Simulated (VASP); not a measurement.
**MgS: single point with PBEsol**

Crystal: MgS.

```
CELL_PARAMETERS angstrom
4.12069 0.00000 0.00000
-2.06034 3.56862 0.00000
0.00000 0.00000 5.03385
ATOMIC_POSITIONS crystal
Mg 0.66667 0.33333 0.43750
Mg 0.33333 0.66667 0.93750
S 0.33333 0.66667 0.43750
S 0.66667 0.33333 0.93750
```

- Program: VASP 6.6.1
- Task: single point
- Functional: PBEsol
- Potentials or basis: VASP PAW PBE potentials, release 64 (Mg, S)
- Cutoff: 600 eV
- k mesh: 6 × 6 × 4
- Occupations: gaussian, width 0.01 eV
- Spin: no spin polarisation
- Dipole correction: no
- Further INCAR settings: ALGO = Normal; EDIFF = 1e-06; NBANDS = 16

* Pressure: 10.0 GPa
* Band gap on the k mesh: 3.16 eV, indirect (least direct gap 3.17 eV)

Levels at points of the mesh, in eV from the valence-band top:
| k point | band 5 | band 6 | band 7 | band 8 | band 9 | band 10 | band 11 | band 12 |
| --- | --- | --- | --- | --- | --- | --- | --- | --- |
| (0.00, 0.00, 0.00) | -2.39 | -1.04 | -1.04 | 0.00 | 3.17 | 3.44 | 6.00 | 6.00 |
| (0.50, 0.00, 0.00) | -3.14 | -2.83 | -1.98 | -0.88 | 3.16 | 5.79 | 5.93 | 6.14 |
| (0.00, 0.00, 0.50) | -1.76 | -1.76 | -1.76 | -1.76 | 4.89 | 4.89 | 5.85 | 5.85 |
| (0.50, 0.00, 0.50) | -2.24 | -2.24 | -1.05 | -1.05 | 4.46 | 4.46 | 6.67 | 6.67 |

Run time: 11 s on 1 thread of Intel(R) Xeon(R) 6975P-C (Granite Rapids), with other jobs on the host, peak memory 0.22 GiB.

Caveat: the PAW data sets were made with another functional, which shifts forces and pressure a little. Expect the measured gap to be larger: semilocal functionals such as PBEsol lack the derivative discontinuity.
